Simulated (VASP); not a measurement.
Input of a VASP 6.6.1 run:

The input INCAR:

```
SYSTEM = LaNbF2
PREC     = Accurate       ! precision mode
ENCUT    = 520            ! plane-wave cutoff, eV
EDIFF    = 1E-6           ! SCF threshold, eV
ISMEAR   = 0              ! smearing method
SIGMA    = 0.2            ! smearing width, eV
LREAL    = .FALSE.        ! projectors in reciprocal space
LASPH    = .TRUE.         ! aspherical terms in the spheres
NELM     = 60             ! most SCF steps
ALGO     = Normal         ! electronic algorithm
ISIF     = 2              ! what is computed and relaxed
LWAVE    = .FALSE.        ! write WAVECAR
LCHARG   = .TRUE.         ! write CHGCAR
GGA      = PE             ! functional
LELF     = .TRUE.         ! ELF
LVHAR    = .TRUE.       
NBANDS   = 48             ! bands
```

KPOINTS

```
regular mesh
0
G
  6 6 2
  0 0 0
```

Contents of POSCAR:

```
LaNbF2
1.0
    3.6898399884      0.0000000000      0.0000000000
    0.0000000000      3.6898399884      0.0000000000
    0.0000000000      0.0000000000     10.3872301638
La Nb F
2 2 4
Direct
    0.5000000000      0.0000000000      0.8305523918
    0.0000000000      0.5000000000      0.1694476082
    0.5000000000      0.5000000000      0.5000000000
    0.0000000000      0.0000000000      0.5000000000
    0.5000000000      0.5000000000      0.0000000000
    0.0000000000      0.0000000000      0.0000000000
    0.5000000000      0.0000000000      0.1830333263
    0.0000000000      0.5000000000      0.8169666737
```

Potentials or basis: VASP PAW PBE potentials, release 64 (La, Nb_sv, F).

Launch:

```console
$ cat potpaw_PBE.64/La/POTCAR potpaw_PBE.64/Nb_sv/POTCAR potpaw_PBE.64/F/POTCAR > POTCAR
$ mpirun -np 1 vasp_std > vasp.out
```

Task: Estimate the band gap on the k mesh.

Result: Zero (bands 38 and 39 overlap by 0.73 eV).

Task: Predict the pressure.

Result: 0.1 GPa.

Stress tensor (GPa, compression positive):
```
 0.28  0.00  0.00
 0.00  0.28  0.00
 0.00  0.00 -0.30
```

Caveat: spin-orbit coupling is left out, which moves the levels of the heavy elements.
